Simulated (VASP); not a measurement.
Runs of VASP 6.6.1 on LaPSe4. The structure is that of space group F-43m (No. 216), or close to it. The cells are those of the table. 

```csv
cell,gap on the mesh (eV),pressure (GPa),largest force (eV/Å)
"a = 5.736 Å, angles 60.0°, 6 atoms",none,(a),0.03
"a = 5.751 Å, angles 60.0°, 6 atoms",none,-0.2,(b)
"a = 5.757 Å, angles 60.0°, 6 atoms",none,-0.4,0.03
"a = 5.752 Å, angles 60.0°, 6 atoms",none,-0.2,0.03
"a = 5.754 Å, angles 60.0°, 6 atoms",none,-0.3,0.04
```

Alike in all rows: task single point; level PBE; potentials or basis VASP PAW PBE potentials, release 64 (La, P, Se); no spin polarisation; k mesh 3 × 3 × 3; cutoff (eV) 500; smearing gaussian 0.15 eV.

Estimate the missing entries.

(a) 0.3; (b) 0.01.

Caveats: all runs use coarse meshes; spin-orbit coupling is left out, which moves the levels of the heavy elements.

A k mesh can miss the band edges, and the runs leave out spin-orbit coupling on La, Se.

A gap of «none» marks levels without a gap at the run's occupations.
